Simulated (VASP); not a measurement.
# Cu (P6/mmm) in VASP: notebook

The runs below take Cu through single point, with LDA.

All numbers are computed with VASP 6.6.1; they aren't measurements. Logs are shortened: lines on timing, memory, paths and dates and some standing lists are left out, and cuts for length are marked.

## (1) The cell of the first run

It takes space group P6/mmm (No. 191, hexagonal). The conventional cell has a = 3.889 Å, b = 3.889 Å, c = 2.335 Å, α = 90.00°, β = 90.00°, γ = 120.00°. Within 3.1 Å of Cu (site symmetry 6/mmm) lie 14 Cu at 2.33 to 2.53 Å. Within 3.0 Å of Cu (site symmetry -6m2) lie 11 Cu at 2.25 to 2.53 Å.

## (2) Single point, LDA (volume scaled by 0.92)

Contents of INCAR:

```
ALGO = Normal
EDIFF = 1E-7
ENCUT = 520
GGA = CA
ISIF = 2
ISMEAR = -1
LASPH = True
LCHARG = False
LREAL = False
LWAVE = False
NBANDS = 24
NELM = 80
PREC = Accurate
SIGMA = 0.1
```

Contents of KPOINTS:

```
k-points
0
Gamma
  10 10 15
```

Contents of POSCAR:

```
Cu
1.0
    3.8888244253      0.0000000000      0.0000000000
   -1.9444122127      3.3678207432      0.0000000000
    0.0000000000      0.0000000000      2.3346020352
Cu
3
Direct
    1.0000000000      1.0000000000      0.0000000000
    0.3333333333      0.6666666667      0.5000000000
    0.6666666667      0.3333333333      0.5000000000
```

Potentials or basis: VASP PAW LDA potentials, release 64 (Cu).

Launch:

```sh
$ cat potpaw_LDA.64/Cu/POTCAR > POTCAR
$ mpirun -np 1 vasp_std > vasp.out
```

OUTCAR:

```text
EDIFF = 1E-7
   ENCUT = 520
   GGA = CA
   ISIF = 2
   ISMEAR = -1
   LASPH = True
   LREAL = False
   NELM = 80
   PREC = Accurate

 ion  position               nearest neighbor table
   1  0.000  0.000  0.000-   2 2.53   3 2.53   2 2.53   3 2.53   3 2.53   3 2.53   2 2.53   2 2.53
                             3 2.53   3 2.53   2 2.53   2 2.53
   2  0.333  0.667  0.500-   3 2.25   3 2.25   3 2.25   1 2.53   1 2.53   1 2.53   1 2.53   1 2.53
                             1 2.53
   3  0.667  0.333  0.500-   2 2.25   2 2.25   2 2.25   1 2.53   1 2.53   1 2.53   1 2.53   1 2.53
                             1 2.53

  LATTYP: Found a hexagonal cell.
 ALAT       =     3.8888244253
 C/A-ratio  =     0.6003361890

  Lattice vectors:

 A1 = (   3.8888244253,   0.0000000000,   0.0000000000)
 A2 = (  -1.9444122127,   3.3678207432,   0.0000000000)
 A3 = (   0.0000000000,   0.0000000000,   2.3346020352)

Analysis of symmetry for initial positions (statically):
=====================================================================
 Subroutine PRICEL returns:
 Original cell was already a primitive cell.

 Routine SETGRP: Setting up the symmetry group for a
 hexagonal supercell.

 Subroutine GETGRP returns: Found 24 space group operations
 (whereof 24 operations were pure point group operations)
 out of a pool of 24 trial point group operations.

The static configuration has the point symmetry D_6h.

Analysis of symmetry for dynamics (positions and initial velocities):
=====================================================================
 Subroutine PRICEL returns:
 Original cell was already a primitive cell.

 Routine SETGRP: Setting up the symmetry group for a
 hexagonal supercell.

 Subroutine GETGRP returns: Found 24 space group operations
 (whereof 24 operations were pure point group operations)
 out of a pool of 24 trial point group operations.

The dynamic configuration has the point symmetry D_6h.

 Subroutine INISYM returns: Found 24 space group operations
 (whereof 24 operations are pure point group operations),
 and found     1 'primitive' translations

----------------------------------------------------------------------------------------

                                     Primitive cell

  volume of cell :      30.5760

  direct lattice vectors                    reciprocal lattice vectors
     3.888824425  0.000000000  0.000000000     0.257147120  0.148463959  0.000000000
    -1.944412213  3.367820743  0.000000000     0.000000000  0.296927918  0.000000000
     0.000000000  0.000000000  2.334602035     0.000000000  0.000000000  0.428338528

  length of vectors
     3.888824425  3.888824425  2.334602035     0.296927918  0.296927918  0.428338528

  position of ions in fractional coordinates (direct lattice)
     0.000000000  0.000000000  0.000000000
     0.333333333  0.666666667  0.500000000
     0.666666667  0.333333333  0.500000000

  ion indices of the primitive-cell ions
   primitive index   ion index
                 1           1
                 2           2
                 3           3

----------------------------------------------------------------------------------------

 KPOINTS: k-points

Automatic generation of k-mesh.
 Grid dimensions read from file:
 generate k-points for:   10   10   15

 Generating k-lattice:

  Cartesian coordinates                     Fractional coordinates (reciprocal lattice)
     0.025714712  0.014846396  0.000000000     0.100000000  0.000000000  0.000000000
     0.000000000  0.029692792  0.000000000     0.000000000  0.100000000  0.000000000
     0.000000000  0.000000000  0.028555902     0.000000000  0.000000000  0.066666667

  Length of vectors
     0.029692792  0.029692792  0.028555902

  Shift w.r.t. Gamma in fractional coordinates (k-lattice)
     0.000000000  0.000000000  0.000000000

 Subroutine IBZKPT returns following result:
 ===========================================

 Found    112 irreducible k-points:

 Following reciprocal coordinates:
            Coordinates               Weight
  0.000000  0.000000  0.000000      1.000000
  0.100000 -0.000000  0.000000      6.000000
  0.200000 -0.000000  0.000000      6.000000
  0.300000 -0.000000  0.000000      6.000000
  0.400000 -0.000000  0.000000      6.000000
  0.500000 -0.000000  0.000000      3.000000
[... 16 lines left out ...]
  0.300000  0.100000  0.066667     24.000000
  0.400000  0.100000  0.066667     24.000000
 [... further k-points ...]
   k-points           NKPTS =    112   k-points in BZ     NKDIM =    112   number of bands    NBANDS=     24
   number of dos      NEDOS =    301   number of ions     NIONS =      3
   total plane-waves  NPLWV =  16200
   dimension x,y,z NGX =    30 NGY =   30 NGZ =   18
   dimension x,y,z NGXF=    60 NGYF=   60 NGZF=   36
   ions per type =               3
   NGX,Y,Z   is equivalent  to a cutoff of  12.82, 12.82, 12.82 a.u.
   NGXF,Y,Z  is equivalent  to a cutoff of  25.65, 25.65, 25.64 a.u.
 SYSTEM =  unknown system
   PREC   = accura    normal or accurate (medium, high low for compatibility)
   ISTART =      0    job   : 0-new  1-cont  2-samecut
   ICHARG =      2    charge: 1-file 2-atom 10-const
   ISPIN  =      1    spin polarized calculation?
   LNONCOLLINEAR =      F non collinear calculations
   LSORBIT =      F    spin-orbit coupling
   LASPH  =      T    aspherical Exc in radial PAW
   ENCUT  =  520.0 eV  38.22 Ry    6.18 a.u.   7.23  7.23  4.34*2*pi/ulx,y,z
   NELM   =     80;   NELMIN=  2; NELMDL= -5     # of ELM steps
   EDIFF  = 0.1E-06   stopping-criterion for ELM
   LREAL  =      F    real-space projection
   EDIFFG = 0.1E-05   stopping-criterion for IOM
   NSW    =      0    number of steps for IOM
   IBRION =     -1    ionic relax: 0-MD 1-quasi-New 2-CG
   NFREE  =      0    steps in history (QN), initial steepest desc. (CG)
   ISIF   =      2    stress and relaxation
   ISYM   =      2    0-nonsym 1-usesym 2-fastsym
   POTIM  = 0.5000    time-step for ionic-motion
   TEBEG  =    0.0;   TEEND  =   0.0 temperature during run
   PSTRESS=    0.0 pullay stress
   NELECT =      33.0000    total number of electrons
   NUPDOWN=      -1.0000    fix difference up-down
   EMIN   =  10.00;   EMAX   =-10.00  energy-range for DOS
   EFERMI =   0.00;   METHOD = LEGACY
   ISMEAR =    -1;   SIGMA  =   0.10  broadening in eV -4-tet -1-fermi 0-gaus
   EFERMI_NEDOS =   21; number of points for ismear=-14 and -15
   IALGO  =     38    algorithm
   IMIX   =      4    mixing-type and parameters
     AMIX     =   0.40;   BMIX     =  1.00
     AMIX_MAG =   1.60;   BMIX_MAG =  1.00
  volume/ion in A,a.u.               =      10.19        68.78
  Fermi-wavevector in a.u.,A,eV,Ry     =   1.679266  3.173352 38.367523  2.819933
  Thomas-Fermi vector in A             =   2.763208
   LORBIT       =      0    0 simple, 1 ext, 2 COOP (PROOUT), +10 PAW based schemes
   GGA     = CA    functional components
   LHFCALC =     F    Hartree Fock is set to
   AEXX    =    0.0000 exact exchange contribution
   IVDW    =     0    specifies the selected vdW correction
   LEPSILON=     F    determine dielectric tensor
   LRPA    =     F    only Hartree local field effects (RPA)
 non-spin polarized calculation
  energy-cutoff  :      520.00
  volume of cell :       30.58
 maximum number of plane-waves:       855
 NGX is ok and might be reduce to    30
   NGX = 15   NGY = 15   NGZ =  9

 number of electron      32.9999977 magnetization

 Free energy of the ion-electron system (eV)
  ---------------------------------------------------
  ext. energy  EPLUGINS =         0.00000000
  ---------------------------------------------------
  free energy    TOTEN  =       -13.71634212 eV

  energy without entropy =      -13.68865141  energy(sigma->0) =      -13.70249677

 E-fermi :   9.3531     XC(G=0): -13.9794

 val. band max:        9.3279173137   @ k =   0.4000  -0.0000   0.4667
 cond. band min:       9.3642255501   @ k =   0.4000  -0.0000   0.0667
 fundamental gap:      0.0363082364
 Fermi energy:         9.3530529975

 k-point     1 :       0.0000    0.0000    0.0000
  band No.  band energies     occupation
      1      -1.1776      2.00000
      2       3.8675      2.00000
      3       4.9866      2.00000
      4       4.9866      2.00000
      5       5.0454      2.00000
      6       5.0454      2.00000
[... 16 lines left out ...]
     23      25.7743      0.00000
     24      32.1393      0.00000

 k-point     2 :       0.1000   -0.0000    0.0000
  band No.  band energies     occupation
      1      -1.0362      2.00000
      2       3.8753      2.00000
      3       4.6474      2.00000
      4       4.8322      2.00000
      5       4.9588      2.00000
      6       5.2548      2.00000
[... 16 lines left out ...]
     23      25.9787      0.00000
     24      32.1717      0.00000

 k-point     3 :       0.2000   -0.0000    0.0000
  band No.  band energies     occupation
      1      -0.6183      2.00000
      2       3.8271      2.00000
      3       4.2829      2.00000
      4       4.6996      2.00000
      5       4.7648      2.00000
      6       5.2763      2.00000
[... 16 lines left out ...]
     23      26.5784      0.00000
     24      31.8626      0.00000

 k-point     4 :       0.3000   -0.0000    0.0000
  band No.  band energies     occupation
      1       0.0560      2.00000
      2       3.5757      2.00000
      3       3.8813      2.00000
      4       4.5504      2.00000
      5       4.7894      2.00000
      6       5.1871      2.00000
[... 16 lines left out ...]
     23      27.5382      0.00000
     24      29.2503      0.00000

 k-point     5 :       0.4000   -0.0000    0.0000
  band No.  band energies     occupation
      1       0.9450      2.00000
      2       2.9732      2.00000
      3       3.4534      2.00000
      4       4.6605      2.00000
      5       4.8673      2.00000
      6       5.0343      2.00000
[... 451 lines left out ...]
 k-point    22 :       0.2000    0.1000    0.0667
  band No.  band energies     occupation
      1      -0.0864      2.00000
      2       3.7672      2.00000
      3       4.0878      2.00000
      4       4.4989      2.00000
      5       4.9701      2.00000
      6       5.3015      2.00000
[... 16 lines left out ...]
     23      25.5936      0.00000
     24      29.5667      0.00000

 k-point    23 :       0.3000    0.1000    0.0667
  band No.  band energies     occupation
      1       0.6881      2.00000
      2       3.3980      2.00000
      3       3.6514      2.00000
      4       4.6133      2.00000
      5       4.9212      2.00000
      6       5.2012      2.00000
[... 16 lines left out ...]
     23      26.5146      0.00000
     24      26.9432      0.00000

 k-point    24 :       0.4000    0.1000    0.0667
  band No.  band energies     occupation
      1       1.6301      2.00000
      2       2.6214      2.00000
      3       3.4133      2.00000
      4       4.7993      2.00000
      5       4.9317      2.00000
      6       5.0322      2.00000
[... 16 lines left out ...]
     23      27.5447      0.00000
     24      27.7210      0.00000

 [... further k-points ...]
[... 5 lines left out ...]
  --------------------------------------------------------------------------------------
  -------------------------------------------------------------------------------------
  Total        3.7465228      3.7465228      3.6631430     -0.0000000      0.0000000      0.0000000
  in kB      196.3174006    196.3174006    191.9483085     -0.0000000      0.0000000      0.0000000
  external PRESSURE =     194.8610366 kB  Pullay stress =       0.0000000 kB

 VOLUME and BASIS-vectors are now :
 -----------------------------------------------------------------------------
  energy-cutoff  :      520.00
  volume of cell :       30.58
      direct lattice vectors                 reciprocal lattice vectors
     3.888824425  0.000000000  0.000000000     0.257147120  0.148463959  0.000000000
    -1.944412213  3.367820743  0.000000000     0.000000000  0.296927918  0.000000000
     0.000000000  0.000000000  2.334602035     0.000000000  0.000000000  0.428338528

 POSITION                                       TOTAL-FORCE (eV/Angst)
 -----------------------------------------------------------------------------------
      0.00000      0.00000      0.00000         0.000000     -0.000000      0.000000
     -0.00000      2.24521      1.16730         0.000000      0.000000      0.000000
      1.94441      1.12261      1.16730        -0.000000      0.000000      0.000000
 -----------------------------------------------------------------------------------
    total drift:                               -0.000000      0.000000      0.000000

  FREE ENERGIE OF THE ION-ELECTRON SYSTEM (eV)
  ---------------------------------------------------
  free  energy   TOTEN  =       -13.7163421233 eV

  energy  without entropy=      -13.6886514068  energy(sigma->0) =      -13.70249677
```

Run time: 54 s. Hardware: 1 thread of Intel Xeon 6975P-C (Granite Rapids), shared host; peak memory 0.17 GiB.

Results:

```
Free energy : -13.7163 eV
Pressure    : 19.5 GPa
```

Stress tensor (GPa, compression positive):
```
19.63  0.00  0.00
 0.00 19.63  0.00
 0.00  0.00 19.19
```

Caveat: the cell differs from its parent crystal (volume scaled by 0.92).

## (3) Single point, LDA (volume scaled by 0.96)

Contents of INCAR:

```
ALGO = Normal
EDIFF = 1E-6
ENCUT = 520
ISIF = 2
ISMEAR = -1
LASPH = True
LCHARG = False
LREAL = False
LWAVE = False
NBANDS = 24
NELM = 60
PREC = Accurate
SIGMA = 0.1
```

KPOINTS is that of step 2.

Contents of POSCAR:

```
Cu
1.0
    3.9443865667      0.0000000000      0.0000000000
   -1.9721932834      3.4159389691      0.0000000000
    0.0000000000      0.0000000000      2.3679579994
Cu
3
Direct
    1.0000000000      1.0000000000      0.0000000000
    0.3333333333      0.6666666667      0.5000000000
    0.6666666667      0.3333333333      0.5000000000
```

Potentials or basis: VASP PAW LDA potentials, release 64 (Cu).

Launch:

```sh
$ cat potpaw_LDA.64/Cu/POTCAR > POTCAR
$ mpirun -np 1 vasp_std > vasp.out
```

Wall time 49 s (1 thread of Intel Xeon 6975P-C (Granite Rapids), shared host); peak memory 0.17 GiB.

Results (log left out):

* Free energy: -13.8340 eV
* Pressure: 9.3 GPa

Stress tensor (GPa, compression positive):
```
9.40 0.00 0.00
0.00 9.40 0.00
0.00 0.00 9.14
```

Levels at points of the mesh, in eV from the Fermi level:
```csv
k point,band 13,band 14,band 15,band 16,band 17,band 18,band 19,band 20
"(0.00, 0.00, 0.00)",-2.62,-2.62,-1.68,-1.68,4.89,4.89,4.89,4.89
"(0.50, 0.00, 0.00)",-1.96,-1.93,-1.92,-1.80,-1.65,-0.96,4.78,14.56
```

Caveat: the cell differs from its parent crystal (volume scaled by 0.96).

## (4) Single point, LDA

This run uses another cell than the first one, of 11.08 Å³/atom, 1.087 times its volume.

Contents of INCAR:

```
SYSTEM = Cu
PREC = Accurate
ENCUT = 520
EDIFF = 1E-6
ISMEAR = -1
SIGMA = 0.1
LREAL = .False.
LASPH = .True.
NELM = 60
ALGO = Normal
ISIF = 2
LWAVE = .False.
LCHARG = .False.
GGA = CA
NBANDS = 24
```

Contents of KPOINTS:

```
Automatic mesh
0
Gamma
  10 10 15
  0 0 0
```

Contents of POSCAR:

```
Cu
1.0
    3.9984259746      0.0000000000      0.0000000000
   -1.9992129873      3.4627384691      0.0000000000
    0.0000000000      0.0000000000      2.4003998116
Cu
3
Direct
    1.0000000000      1.0000000000      0.0000000000
    0.3333333333      0.6666666667      0.5000000000
    0.6666666667      0.3333333333      0.5000000000
```

Launch:

```sh
$ cat potpaw_LDA.64/Cu/POTCAR > POTCAR
$ mpirun -np 1 vasp_std > vasp.out
```

It took 43 s on 1 thread of Intel Xeon 6975P-C (Granite Rapids), shared host; peak memory 0.17 GiB.

The run converged. Its results:

| Property | Result |
| --- | --- |
| Free energy | -13.8748 eV |
| Pressure | 1.2 GPa |

Stress tensor (GPa, compression positive):
```
1.19 0.00 0.00
0.00 1.19 0.00
0.00 0.00 1.08
```

Levels at points of the mesh, in eV from the Fermi level:
```tsv
k point	band 14	band 15	band 16	band 17	band 18	band 19
(0.00, 0.00, 0.00)	-2.52	-1.64	-1.64	4.77	4.77	4.78
(0.50, 0.00, 0.00)	-1.88	-1.87	-1.75	-1.61	-0.84	4.54
```

## (5) Single point, LDA (volume scaled by 1.04)

Contents of INCAR:

```
SYSTEM = Cu
PREC     = Accurate       ! precision mode
ENCUT    = 520            ! plane-wave cutoff, eV
EDIFF    = 1E-6           ! SCF threshold, eV
ISMEAR   = -1             ! smearing method
SIGMA    = 0.1            ! smearing width, eV
LREAL    = .False.        ! projectors in reciprocal space
LASPH    = .True.         ! aspherical terms in the spheres
NELM     = 100            ! most SCF steps
ALGO     = Normal         ! electronic algorithm
ISIF     = 2              ! what is computed and relaxed
LWAVE    = .False.        ! write WAVECAR
LCHARG   = .False.        ! write CHGCAR
GGA      = CA             ! functional
NBANDS   = 24             ! bands
```

KPOINTS is that of step 4.

Contents of POSCAR:

```
Cu
1.0
    4.0510428766      0.0000000000      0.0000000000
   -2.0255214383      3.5083060430      0.0000000000
    0.0000000000      0.0000000000      2.4319876420
Cu
3
Direct
    1.0000000000      1.0000000000      0.0000000000
    0.3333333333      0.6666666667      0.5000000000
    0.6666666667      0.3333333333      0.5000000000
```

Launch:

```sh
$ cat potpaw_LDA.64/Cu/POTCAR > POTCAR
$ mpirun -np 1 vasp_std > vasp.out
```

Run time: 43 s. Hardware: 1 thread of Intel Xeon 6975P-C (Granite Rapids), shared host; peak memory 0.18 GiB.

It converged, with:

```
Free energy : -13.8549 eV
Pressure    : -5.3 GPa
```

Levels at points of the mesh, in eV from the Fermi level:
| k point | band 12 | band 13 | band 14 | band 15 | band 16 | band 17 | band 18 | band 19 | band 20 | band 21 |
| --- | --- | --- | --- | --- | --- | --- | --- | --- | --- | --- |
| (0.00, 0.00, 0.00) | -2.48 | -2.44 | -2.44 | -1.61 | -1.61 | 4.66 | 4.66 | 4.67 | 4.67 | 6.32 |
| (0.50, 0.00, 0.00) | -2.01 | -1.85 | -1.83 | -1.82 | -1.70 | -1.58 | -0.73 | 4.32 | 13.91 | 13.93 |

Caveat: the cell differs from its parent crystal (volume scaled by 1.04).

## (6) Single point, LDA (volume scaled by 1.08)

Contents of INCAR:

```
SYSTEM = Cu
PREC = Accurate
ENCUT = 520
EDIFF = 1E-7
ISMEAR = -1
SIGMA = 0.1
LREAL = .FALSE.
LASPH = .TRUE.
NELM = 80
ALGO = Normal
ISIF = 2
LWAVE = .FALSE.
LCHARG = .FALSE.
GGA = CA
NBANDS = 24
```

Contents of KPOINTS:

```
regular mesh
0
G
  10 10 15
  0 0 0
```

Contents of POSCAR:

```
Cu
1.0
    4.1023273447      0.0000000000      0.0000000000
   -2.0511636723      3.5527196951      0.0000000000
    0.0000000000      0.0000000000      2.4627755641
Cu
3
Direct
    1.0000000000      1.0000000000      0.0000000000
    0.3333333333      0.6666666667      0.5000000000
    0.6666666667      0.3333333333      0.5000000000
```

Potentials or basis: VASP PAW LDA potentials, release 64 (Cu).

Launch:

```sh
$ cat potpaw_LDA.64/Cu/POTCAR > POTCAR
$ mpirun -np 1 vasp_std > vasp.out
```

It took 40 s on 1 thread of Intel Xeon 6975P-C (Granite Rapids), shared host; peak memory 0.18 GiB.

Results (log left out):

- Free energy: -13.7873 eV
- Pressure: -10.6 GPa

Stress tensor (GPa, compression positive):
```
-10.70   0.00   0.00
  0.00 -10.70   0.00
  0.00   0.00 -10.53
```

Levels at points of the mesh, in eV from the Fermi level:
```
           k point  band 13  band 14  band 15  band 16  band 17  band 18  band 19  band 20
(0.00, 0.00, 0.00)    -2.36    -2.36    -1.58    -1.58     4.55     4.55     4.57     4.57
(0.50, 0.00, 0.00)    -1.81    -1.79    -1.78    -1.66    -1.55    -0.63     4.12    13.61
```

Caveat: the cell differs from its parent crystal (volume scaled by 1.08).

## (7) The runs side by side

```csv
cell,gap on the mesh (eV),pressure (GPa)
"a = 3.889, b = 3.889, c = 2.335 Å, angles 90.0, 90.0, 120.0°, 3 atoms",none,19.5
"a = 3.944, b = 3.944, c = 2.368 Å, angles 90.0, 90.0, 120.0°, 3 atoms",none,9.3
"a = 3.998, b = 3.998, c = 2.400 Å, angles 90.0, 90.0, 120.0°, 3 atoms",none,1.2
"a = 4.051, b = 4.051, c = 2.432 Å, angles 90.0, 90.0, 120.0°, 3 atoms",none,-5.3
"a = 4.102, b = 4.102, c = 2.463 Å, angles 90.0, 90.0, 120.0°, 3 atoms",none,-10.6
```

Alike in all rows: task single point; level LDA; potentials or basis VASP PAW LDA potentials, release 64 (Cu); no spin polarisation; k mesh 10 × 10 × 15; cutoff (eV) 520; smearing fermi-dirac 0.1 eV.

Total energies depend on the potentials used, so only differences within one code and one set of settings carry meaning.
